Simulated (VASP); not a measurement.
Input of a VASP 6.6.1 run:

INCAR

```
PREC = Accurate
ENCUT = 500
EDIFF = 1E-6
ISMEAR = 0
SIGMA = 0.02
LREAL = F
LASPH = T
NELM = 120
ALGO = Normal
ISIF = 2
LWAVE = F
LCHARG = F
GGA = PS
NBANDS = 15
GGA_COMPAT = F
```

The input KPOINTS:

```
regular mesh
0
Gamma
  6 6 6
```

The input POSCAR:

```
KCl
1.0
    3.6863400114      0.0000000000      0.0000000000
    0.0000000000      3.6863400114      0.0000000000
    0.0000000000      0.0000000000      3.6863400114
K Cl
1 1
Direct
    0.0000000000      0.0000000000      0.0000000000
    0.5000000000      0.5000000000      0.5000000000
```

Potentials or basis: VASP PAW PBE potentials, release 64 (K_sv, Cl).

The run is started by

```sh
$ cat potpaw_PBE.64/K_sv/POTCAR potpaw_PBE.64/Cl/POTCAR > POTCAR
$ mpirun -np 1 vasp_std > vasp.out
```

Task: Estimate the pressure.

Result: 1.1 GPa.

Task: What does it give for the band gap on the k mesh?

Result: 5.15 eV (least direct gap 5.38 eV).

Caveat: the cell differs from its parent crystal (Na replaced by K, lengths x 1.083, strained); the PAW data sets were made with another functional, which shifts forces and pressure a little. A k mesh can miss the band edges.
